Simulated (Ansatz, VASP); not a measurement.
BiAs in VASP and in Ansatz

```
As Bi
1.0
     0.00000    3.01651    3.01651
     3.01651    0.00000    3.01651
     3.01651    3.01651    0.00000
As Bi
1 1
Direct
  0.00000 0.00000 0.00000
  0.50000 0.50000 0.50000
```

Alike in both runs: task electric field gradients; functional PBE; k mesh 11 × 11 × 11; occupations fermi-dirac, width 0.03 eV; no spin polarisation.

```csv
,VASP,Ansatz
version,VASP 6.6.1,Ansatz 0.2.0
potentials or method,"VASP PAW PBE potentials, release 64 (As, Bi_d)","PAW with Ansatz's default frozen-core files, scalar-relativistic"
plane-wave cutoff (eV),520,420
valence electrons in the cell,20,30
```

```csv
,VASP,Ansatz,Ansatz less VASP
pressure (GPa),0.0,0.0,-0.02
```

VASP's potentials hold 20 valence electrons a cell and Ansatz's 30, so a difference there can come from the potentials and not from the codes.

Neither program's run includes spin-orbit coupling.
